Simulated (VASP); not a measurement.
# ZrS in VASP: a series of runs, part 2 of 2

VASP 6.6.1. The steps go on from the part before.

### Step 5. Single point, PBEsol (strain -0.015 along x and y, -0.030 along z)

Contents of INCAR:

```
SYSTEM = ZrS
ALGO = Normal
EDIFF = 1E-7
ENCUT = 520
GGA = PS
ISIF = 2
ISMEAR = 0
LASPH = .TRUE.
LCHARG = .FALSE.
LREAL = .FALSE.
LWAVE = .FALSE.
NBANDS = 16
NELM = 100
PREC = Accurate
SIGMA = 0.15
```

Contents of KPOINTS:

```
k-points
0
G
  20 20 20
  0 0 0
```

Contents of POSCAR:

```
ZrS
1.0
    0.0000000000      2.5443292198      2.5055830895
    2.5443292198      0.0000000000      2.5055830895
    2.5443292198      2.5443292198      0.0000000000
Zr S
1 1
Direct
    0.0000000000      0.0000000000      0.0000000000
    0.5000000000      0.5000000000      0.5000000000
```

Potentials or basis: VASP PAW PBE potentials, release 64 (Zr_sv, S).

Started as:

```console
cat potpaw_PBE.64/Zr_sv/POTCAR potpaw_PBE.64/S/POTCAR > POTCAR
mpirun -np 1 vasp_std > vasp.out
```

OUTCAR:

```text
SYSTEM = ZrS
   EDIFF = 1E-7
   ENCUT = 520
   GGA = PS
   ISIF = 2
   ISMEAR = 0
   LASPH = .TRUE.
   LREAL = .FALSE.
   NELM = 100
   PREC = Accurate

 ion  position               nearest neighbor table
   1  0.000  0.000  0.000-   2 2.51   2 2.51   2 2.54   2 2.54   2 2.54   2 2.54
   2  0.500  0.500  0.500-   1 2.51   1 2.51   1 2.54   1 2.54   1 2.54   1 2.54

  LATTYP: Found a body centered tetragonal cell.
 ALAT       =     3.5982248898
 C/A-ratio  =     1.3926773152

  Lattice vectors:

 A1 = (   0.0000000000,  -2.5443292198,  -2.5055830895)
 A2 = (   0.0000000000,   2.5443292198,  -2.5055830895)
 A3 = (   2.5443292198,   0.0000000000,   2.5055830895)

Analysis of symmetry for initial positions (statically):
=====================================================================
 Subroutine PRICEL returns:
 Original cell was already a primitive cell.

 Routine SETGRP: Setting up the symmetry group for a
 body centered tetragonal supercell.

 Subroutine GETGRP returns: Found 16 space group operations
 (whereof 16 operations were pure point group operations)
 out of a pool of 16 trial point group operations.

The static configuration has the point symmetry D_4h.

Analysis of symmetry for dynamics (positions and initial velocities):
=====================================================================
 Subroutine PRICEL returns:
 Original cell was already a primitive cell.

 Routine SETGRP: Setting up the symmetry group for a
 body centered tetragonal supercell.

 Subroutine GETGRP returns: Found 16 space group operations
 (whereof 16 operations were pure point group operations)
 out of a pool of 16 trial point group operations.

The dynamic configuration has the point symmetry D_4h.

 Subroutine INISYM returns: Found 16 space group operations
[... 106 lines left out ...]
   TEBEG  =    0.0;   TEEND  =   0.0 temperature during run
   PSTRESS=    0.0 pullay stress
   NELECT =      18.0000    total number of electrons
   NUPDOWN=      -1.0000    fix difference up-down
   EMIN   =  10.00;   EMAX   =-10.00  energy-range for DOS
   EFERMI =   0.00;   METHOD = LEGACY
   ISMEAR =     0;   SIGMA  =   0.15  broadening in eV -4-tet -1-fermi 0-gaus
   EFERMI_NEDOS =   21; number of points for ismear=-14 and -15
   IALGO  =     38    algorithm
   IMIX   =      4    mixing-type and parameters
     AMIX     =   0.40;   BMIX     =  1.00
     AMIX_MAG =   1.60;   BMIX_MAG =  1.00
  volume/ion in A,a.u.               =      16.22       109.46
  Fermi-wavevector in a.u.,A,eV,Ry     =   1.345253  2.542159 24.622528  1.809705
  Thomas-Fermi vector in A             =   2.473181
   LORBIT       =      0    0 simple, 1 ext, 2 COOP (PROOUT), +10 PAW based schemes
   GGA     = PS    functional components
   LHFCALC =     F    Hartree Fock is set to
   AEXX    =    0.0000 exact exchange contribution
   IVDW    =     0    specifies the selected vdW correction
   LEPSILON=     F    determine dielectric tensor
   LRPA    =     F    only Hartree local field effects (RPA)
 non-spin polarized calculation
 Gauss-broadening in eV      SIGMA  =   0.15
  energy-cutoff  :      520.00
  volume of cell :       32.44
 maximum number of plane-waves:       901
   NGX = 13   NGY = 13   NGZ = 13

 number of electron      18.0000001 magnetization

 Free energy of the ion-electron system (eV)
  ---------------------------------------------------
  ext. energy  EPLUGINS =         0.00000000
  ---------------------------------------------------
  free energy    TOTEN  =       -16.44708345 eV

  energy without entropy =      -16.43485477  energy(sigma->0) =      -16.44096911

 E-fermi :  11.9839     XC(G=0): -11.9914

 val. band max:       11.9838369098   @ k =  -0.2500   0.2000   0.0000
 cond. band min:      11.9853942259   @ k =  -0.3500   0.2500   0.1500
 fundamental gap:      0.0015573160
 Fermi energy:        11.9838844033

 k-point     1 :       0.0000    0.0000    0.0000
  band No.  band energies     occupation
      1     -37.6379      2.00000
      2     -15.6521      2.00000
      3     -15.6339      2.00000
      4     -15.6339      2.00000
      5      -4.3180      2.00000
      6       8.4603      2.00000
[... 433 lines left out ...]
      3     -15.6939      2.00000
      4     -15.6734      2.00000
      5      -2.7367      2.00000
      6       4.1262      2.00000
[... 8 lines left out ...]
     15      19.9536      0.00000
     16      19.9986      0.00000

 [... further k-points ...]
[... 5 lines left out ...]
  --------------------------------------------------------------------------------------
  -------------------------------------------------------------------------------------
  Total        1.7059213      1.7059213      3.0423234      0.0000000     -0.0000000      0.0000000
  in kB       84.2527623     84.2527623    150.2555568      0.0000000     -0.0000000      0.0000000
  external PRESSURE =     106.2536938 kB  Pullay stress =       0.0000000 kB

 VOLUME and BASIS-vectors are now :
 -----------------------------------------------------------------------------
  energy-cutoff  :      520.00
  volume of cell :       32.44
      direct lattice vectors                 reciprocal lattice vectors
     0.000000000  2.544329220  2.505583089    -0.196515449  0.196515449  0.199554348
     2.544329220  0.000000000  2.505583089     0.196515449 -0.196515449  0.199554348
     2.544329220  2.544329220  0.000000000     0.196515449  0.196515449 -0.199554348

 POSITION                                       TOTAL-FORCE (eV/Angst)
 -----------------------------------------------------------------------------------
      0.00000      0.00000      0.00000         0.000000      0.000000     -0.000000
      2.54433      2.54433      2.50558         0.000000     -0.000000      0.000000
 -----------------------------------------------------------------------------------
    total drift:                                0.000000      0.000000      0.000000

  FREE ENERGIE OF THE ION-ELECTRON SYSTEM (eV)
  ---------------------------------------------------
  free  energy   TOTEN  =       -16.4470834546 eV

  energy  without entropy=      -16.4348547708  energy(sigma->0) =      -16.44096911
```

OSZICAR:

```text
N       E                     dE             d eps       ncg     rms          rms(c)
DAV:   1     0.122808340707E+03    0.12281E+03   -0.97372E+03 20520   0.111E+03
DAV:   2    -0.121879033708E+02   -0.13500E+03   -0.13004E+03 26640   0.287E+02
DAV:   3    -0.172095503620E+02   -0.50216E+01   -0.49890E+01 31960   0.490E+01
DAV:   4    -0.172984718890E+02   -0.88922E-01   -0.88897E-01 25808   0.586E+00
DAV:   5    -0.173000676698E+02   -0.15958E-02   -0.15957E-02 30520   0.624E-01    0.197E+01
DAV:   6    -0.164858087146E+02    0.81426E+00   -0.16852E+00 25776   0.956E+00    0.920E+00
DAV:   7    -0.164520589551E+02    0.33750E-01   -0.21020E-01 30248   0.303E+00    0.334E+00
DAV:   8    -0.164476893472E+02    0.43696E-02   -0.29485E-02 24616   0.122E+00    0.401E-01
DAV:   9    -0.164472044805E+02    0.48487E-03   -0.41402E-03 24512   0.422E-01    0.164E-01
DAV:  10    -0.164471066515E+02    0.97829E-04   -0.42155E-04 25928   0.203E-01    0.634E-02
DAV:  11    -0.164470832186E+02    0.23433E-04   -0.84538E-05 26368   0.576E-02    0.378E-02
DAV:  12    -0.164470833044E+02   -0.85877E-07   -0.33564E-06 26232   0.132E-02    0.538E-03
DAV:  13    -0.164470834794E+02   -0.17492E-06   -0.71393E-07 28376   0.711E-03    0.548E-03
DAV:  14    -0.164470834546E+02    0.24809E-07   -0.10480E-07 14880   0.281E-03
   1 F= -.16447083E+02 E0= -.16440969E+02  d E =-.122287E-01
```

stdout:

```text
POSCAR found type information on POSCAR ZrS
 POSCAR found :  2 types and       2 ions
 scaLAPACK will be used
 -----------------------------------------------------------------------------
|                                                                             |
|                                                                             |
|     You enforced a specific xc type in the INCAR file but a different       |
|     I HOPE YOU KNOW WHAT YOU ARE DOING!                                     |
|                                                                             |
 -----------------------------------------------------------------------------

 LDA part: xc-table for (Slater+PW92), standard interpolation
 POSCAR, INCAR and KPOINTS ok, starting setup
 FFT: planning ... GRIDC
 FFT: planning ... GRID_SOFT
 FFT: planning ... GRID
 WAVECAR not read
 entering main loop
```

Wall time 5.3 min (1 thread of Intel Xeon Platinum 8259CL at 2.50GHz (Skylake/Cascade Lake), shared host); peak memory 0.43 GiB.

What came out:

```
Free energy            : -16.4471 eV
Pressure               : 10.6 GPa
Band gap on the k mesh : zero (bands 9 and 10 overlap by 3.38 eV)
```

Levels at points of the mesh, in eV from the Fermi level:
```csv
k point,band 7,band 8,band 9,band 10,band 11,band 12
"(0.00, 0.00, 0.00)",-3.52,-3.46,-1.66,-1.66,-1.48,-0.84
"(0.50, 0.00, 0.00)",-6.39,-6.38,1.72,1.79,1.99,2.20
"(0.50, 0.50, 0.00)",-4.53,-4.53,-3.97,0.64,2.80,2.80
"(0.50, 0.00, 0.50)",-4.47,-4.43,-3.98,0.55,2.76,2.88
```

Caveat: the cell differs from its parent crystal (strain -0.015 along x and y, -0.030 along z); the stress differs along the axes, from 8 to 15 GPa; the PAW data sets were made with another functional, which shifts forces and pressure a little.

### Step 6. The runs side by side

```csv
cell,gap on the mesh (eV),pressure (GPa)
"a = 3.598 Å, angles 60.0°, 2 atoms",none,7.7
"a = 3.571, b = 3.571, c = 3.543 Å, angles 60.3, 60.3, 59.5°, 2 atoms",none,13.7
"a = 3.599, b = 3.599, c = 3.543 Å, angles 60.5, 60.5, 59.0°, 2 atoms",none,11.0
"a = 3.571, b = 3.571, c = 3.598 Å, angles 59.7, 59.7, 60.5°, 2 atoms",none,10.6
```

Alike in all rows: task single point; level PBEsol; potentials or basis VASP PAW PBE potentials, release 64 (Zr_sv, S); no spin polarisation; k mesh 20 × 20 × 20; cutoff (eV) 520; smearing gaussian 0.15 eV.

Caveats: the PAW data sets were made with another functional, which shifts forces and pressure a little; the cell stands under pressure (at least some runs); the stress differs along the axes, from 9 to 16 GPa (at least some runs); the stress differs along the axes, from 3 to 15 GPa (at least some runs); the stress differs along the axes, from 8 to 15 GPa (at least some runs).

Total energies depend on the potentials used, so only differences within one code and one set of settings carry meaning.

The gap in the log of VASP goes by the Fermi energy; the results here count the filled bands.